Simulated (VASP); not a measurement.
A run of VASP 6.6.1 is set up as follows.

File INCAR:

```
ALGO = Normal
EDIFF = 1E-6
ENCUT = 700
GGA = PS
GGA_COMPAT = F
ISIF = 2
ISMEAR = 0
LASPH = T
LCHARG = T
LELF = T
LREAL = F
LVHAR = T
LWAVE = F
NBANDS = 22
NELM = 120
PREC = Accurate
SIGMA = 0.05
```

The input KPOINTS:

```
k-points
0
Gamma
  12 12 6
```

The input POSCAR:

```
NiO2
1.0
    2.7134934025      0.0000000000      0.0000000000
   -1.3567467013      2.3499542196      0.0000000000
    0.0000000000      0.0000000000      5.2343287735
Ni O
1 2
Direct
    0.0000000000      0.0000000000      0.5000000000
    0.6666666667      0.3333333333      0.6750910825
    0.3333333333      0.6666666667      0.3249089175
```

Potentials or basis: VASP PAW PBE potentials, release 64 (Ni_sv_GW, O).

Run with:

```console
$ cat potpaw_PBE.64/Ni_sv_GW/POTCAR potpaw_PBE.64/O/POTCAR > POTCAR
$ mpirun -np 1 vasp_std > vasp.out
```

(1) Predict the largest force.

(2) Predict the pressure.

(3) What does it give for the band gap on the k mesh?

## Answers

(1) 1.138 eV/Å.

(2) 14.6 GPa.

(3) 1.26 eV (least direct gap 1.52 eV).

Caveat: the stress differs along the axes, from 9 to 17 GPa; the PAW data sets were made with another functional, which shifts forces and pressure a little; the run has no spin polarisation, though such a crystal can be magnetic.
